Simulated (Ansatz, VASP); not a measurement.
One calculation of BeS, two programs

```
Be S
1.0
     0.00000    2.35738    2.49222
     2.35738    0.00000    2.49222
     2.35738    2.35738    0.00000
Be S
1 1
Direct
  0.00000 0.00000 0.00000
  0.25000 0.25000 0.25000
```

Change from the starting cell: epitaxial_xy strain -3.2%.

Alike in both runs: task single point; functional r2SCAN; k mesh 10 × 10 × 10; no spin polarisation.

|  | VASP | Ansatz |
| --- | --- | --- |
| version | VASP 6.6.1 | Ansatz 0.2.0 |
| potentials or method | VASP PAW PBE potentials, release 64 (Be, S) | plane waves, PAW |
| plane-wave cutoff (eV) | 520 | 500 |
| occupations | gaussian, width 0.01 eV | fixed |
| valence electrons in the cell | 8 | 8 |

|  | VASP | Ansatz | Ansatz less VASP |
| --- | --- | --- | --- |
| gap on the k mesh at the Fermi level (eV) | 3.24 | 3.23 | -0.010 |
| pressure (GPa) | 4.5 | 4.2 | -0.30 |
| traceless stress, the component that is largest in VASP (GPa) | -4.19 | -4.25 | -0.058 |

VASP's potentials were made for PBE, not for r2SCAN.
